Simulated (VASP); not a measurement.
Here is a VASP 6.6.1 calculation.

The input INCAR:

```
SYSTEM = ZnCu
ALGO = Normal
EDIFF = 1E-6
ENCUT = 520
GGA = PS
ISIF = 2
ISMEAR = 0
LASPH = .True.
LCHARG = .False.
LREAL = .False.
LWAVE = .False.
NBANDS = 18
NELM = 60
PREC = Accurate
SIGMA = 0.1
```

File KPOINTS:

```
k-points
0
Gamma
  14 14 14
  0 0 0
```

File POSCAR:

```
ZnCu
1.0
    2.9450000000      0.0000000000      0.0000000000
    0.0000000000      2.9450000000      0.0000000000
    0.0000000000      0.0000000000      2.9450000000
Zn Cu
1 1
Direct
    0.5000000000      0.5000000000      0.5000000000
    0.0000000000      0.0000000000      0.0000000000
```

Potentials or basis: VASP PAW PBE potentials, release 64 (Zn, Cu).

Launch:

```console
$ cat potpaw_PBE.64/Zn/POTCAR potpaw_PBE.64/Cu/POTCAR > POTCAR
$ mpirun -np 1 vasp_std > vasp.out
```

Question: What does it give for the pressure?

Answer: -4.1 GPa.

Question: Predict the band gap on the k mesh.

Answer: Zero (an odd number of electrons rules out a gap without spin polarisation).

Caveat: the cell stands under tension; the PAW data sets were made with another functional, which shifts forces and pressure a little.
